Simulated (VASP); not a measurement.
GaN (rocksalt type):

```
Ga N
1.0
     0.00000    1.72858    1.72858
     1.72858    0.00000    1.72858
     1.72858    1.72858    0.00000
Ga N
1 1
Direct
  0.00000 0.00000 0.00000
  0.50000 0.50000 0.50000
```

Base run:

```yaml
Program: VASP 6.6.1
Functional: r2SCAN
Potentials_or_basis: VASP PAW PBE potentials, release 64 (Ga_d, N)
Cutoff: 660 eV
k_mesh: 21 × 21 × 21
Occupations: fermi-dirac, width 0.05 eV
Spin: no spin polarisation
```

Its results: band gap on the k mesh 6.13 eV, indirect (least direct gap 7.61 eV); pressure 537.1 GPa.

Q: The run is repeated on the same cell with these changes: functional from r2SCAN to PBEsol; cutoff from 660 eV to 600 eV; k mesh from 21 × 21 × 21 to 17 × 17 × 17. What comes out?

A: Band gap on the k mesh 5.38 eV, indirect (least direct gap 6.74 eV); pressure 518.5 GPa.

Several settings changed at once, so the effect can't be laid on one alone.

Caveats: the PAW data sets were made with another functional, which shifts forces and pressure a little.

A k mesh can miss the band edges.
